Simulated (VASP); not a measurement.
Runs of VASP 6.6.1 on WC. The structure is that of space group P-6m2 (No. 187), or close to it. The cells are those of the table. 

| cell | gap on the mesh (eV) | pressure (GPa) |
| --- | --- | --- |
| a = 3.147, b = 3.147, c = 2.454 Å, angles 90.0, 90.0, 120.0°, 2 atoms | none | 27.2 |
| a = 3.084, b = 3.084, c = 2.555 Å, angles 90.0, 90.0, 120.0°, 2 atoms | none | (a) |
| a = 3.004, b = 3.004, c = 2.693 Å, angles 90.0, 90.0, 120.0°, 2 atoms | none | 6.8 |
| a = 2.749, b = 2.749, c = 3.215 Å, angles 90.0, 90.0, 120.0°, 2 atoms | none | 2.9 |
| a = 2.830, b = 2.830, c = 3.034 Å, angles 90.0, 90.0, 120.0°, 2 atoms | none | -0.2 |
| a = 2.875, b = 2.875, c = 2.941 Å, angles 90.0, 90.0, 120.0°, 2 atoms | none | -0.2 |
| a = 2.962, b = 2.962, c = 2.771 Å, angles 90.0, 90.0, 120.0°, 2 atoms | none | (b) |

Alike in all rows: task single point; level PBE; potentials or basis VASP PAW PBE potentials, release 64 (W_sv, C); no spin polarisation; k mesh 24 × 24 × 24; cutoff (eV) 520; smearing gaussian 0.15 eV.

Problem. Fill in the values left out.

Solution. (a) 16.6; (b) 3.3.

Caveats: spin-orbit coupling is left out, which moves the levels of the heavy elements; the stress differs along the axes, from -28 to 137 GPa (at least some runs); the stress differs along the axes, from -24 to 98 GPa (at least some runs); the stress differs along the axes, from -14 to 48 GPa (at least some runs); the stress differs along the axes, from -73 to 41 GPa (at least some runs); the stress differs along the axes, from -43 to 21 GPa (at least some runs); the stress differs along the axes, from -23 to 11 GPa (at least some runs).

A k mesh can miss the band edges, and the runs leave out spin-orbit coupling on W.

A gap of «none» marks levels without a gap at the run's occupations.
